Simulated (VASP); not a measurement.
Write the native input for VASP 6.6.1 that does the following.

```yaml
Task: single point
Functional: PBE
Potentials_or_basis: VASP PAW PBE potentials, release 64 (Li_sv, Nb_sv, O)
Cutoff: 520 eV
k_mesh: 10 × 10 × 10
Occupations: gaussian, width 0.02 eV
Spin: no spin polarisation
Dipole_correction: no
Further_INCAR_settings: ALGO = Normal; EDIFF = 1e-07; NBANDS = 25
```

The structure of LiNbO3 lies in POSCAR:

```
LiNbO3
1.0
   -1.9058758076      1.9058758076      5.1214904433
    1.9058758076     -1.9058758076      5.1214904433
    1.9058758076      1.9058758076     -5.1214904433
Li Nb O
1 1 3
Direct
    0.9930821762      0.9930821762      0.0000000000
    0.3492428220      0.3492428220      0.0000000000
    0.1784785337      0.1784785337      0.0000000000
    0.9074035290      0.4074035290      0.5000000000
    0.4074035290      0.9074035290      0.5000000000
```

The input as run:

INCAR

```
SYSTEM = LiNbO3
PREC     = Accurate       ! precision mode
ENCUT    = 520            ! plane-wave cutoff, eV
EDIFF    = 1E-7           ! SCF threshold, eV
ISMEAR   = 0              ! smearing method
SIGMA    = 0.02           ! smearing width, eV
LREAL    = .False.        ! projectors in reciprocal space
LASPH    = .True.         ! aspherical terms in the spheres
NELM     = 80             ! most SCF steps
ALGO     = Normal         ! electronic algorithm
ISIF     = 2              ! what is computed and relaxed
LWAVE    = .False.        ! write WAVECAR
LCHARG   = .False.        ! write CHGCAR
GGA      = PE             ! functional
NBANDS   = 25             ! bands
```

KPOINTS

```
Automatic mesh
0
Gamma
  10 10 10
  0 0 0
```

Potentials or basis: VASP PAW PBE potentials, release 64 (Li_sv, Nb_sv, O).

Run with:

```sh
$ cat potpaw_PBE.64/Li_sv/POTCAR potpaw_PBE.64/Nb_sv/POTCAR potpaw_PBE.64/O/POTCAR > POTCAR
$ mpirun -np 1 vasp_std > vasp.out
```

It gave:

- Largest force: 0.105 eV/Å
- Band gap on the k mesh: 2.03 eV (least direct gap 2.79 eV)

It took 4.8 min on 1 thread of Intel(R) Xeon(R) Platinum 8488C (Sapphire Rapids), with other jobs on the host, peak memory 0.43 GiB.
